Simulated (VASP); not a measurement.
TiO2:

```xyz
6
Lattice="-1.8921 1.8921 4.7573 1.8921 -1.8921 4.7573 1.8921 1.8921 -4.7573" Properties=species:S:1:pos:R:3 pbc="T T T"
Ti    0.0000    0.0000    0.0000
Ti    0.0000    1.8921    2.3786
O     0.0000    0.0000    1.9800
O     0.0000    1.8921    4.3586
O     0.0000    1.8921    0.3987
O     0.0000    0.0000    7.5346
```

- Program: VASP 6.6.1
- Task: relaxation of cell and atoms
- Functional: PBE
- Potentials or basis: VASP PAW PBE potentials, release 64 (Ti_sv, O)
- Cutoff: 600 eV
- k mesh: 6 × 6 × 6
- Occupations: gaussian, width 0.01 eV
- Spin: no spin polarisation

At the start: pressure 5.6 GPa; volume 11.35 Å³/atom.

Where does the relaxation end?

Over 11 steps the energy falls by 5.7 meV/atom and the volume is 11.69 Å³/atom (+3.0 %); space group I4_1/amd (No. 141, to 0.1 Å) before and after.

The path:
```
step  energy change (eV)  largest force (eV/Å)  pressure (GPa)  volume (Å³)
   1              0.0000                0.1223            5.64        68.13
   2              0.0179                0.3187           -6.24        72.14
   3             -0.0307                0.0875            0.03        69.86
   4             -0.0307                0.0836            0.14        69.83
   5             -0.0317                0.0442            0.08        69.91
   6             -0.0323                0.0131           -0.01        70.03
   7             -0.0330                0.0084           -0.07        70.08
   8             -0.0341                0.0041           -0.28        70.23
   9             -0.0341                0.0070           -0.32        70.26
  10             -0.0342                0.0081            0.25        70.08
  11             -0.0343                0.0017            0.02        70.16
```

Final structure:
```cif
data_structure
_symmetry_space_group_name_H-M 'P 1'
_symmetry_Int_Tables_number 1
_cell_length_a 5.5488
_cell_length_b 5.5488
_cell_length_c 5.5488
_cell_angle_alpha 139.933
_cell_angle_beta 139.933
_cell_angle_gamma 57.956
_cell_volume 70.16
loop_
_atom_site_label
_atom_site_type_symbol
_atom_site_fract_x
_atom_site_fract_y
_atom_site_fract_z
_atom_site_occupancy
Ti1 Ti 0.00000 0.00000 0.00000 1
Ti2 Ti 0.75000 0.25000 0.50000 1
O1 O 0.20647 0.20647 0.00000 1
O2 O 0.95647 0.45647 0.50000 1
O3 O 0.54353 0.04353 0.50000 1
O4 O 0.79353 0.79353 0.00000 1
```
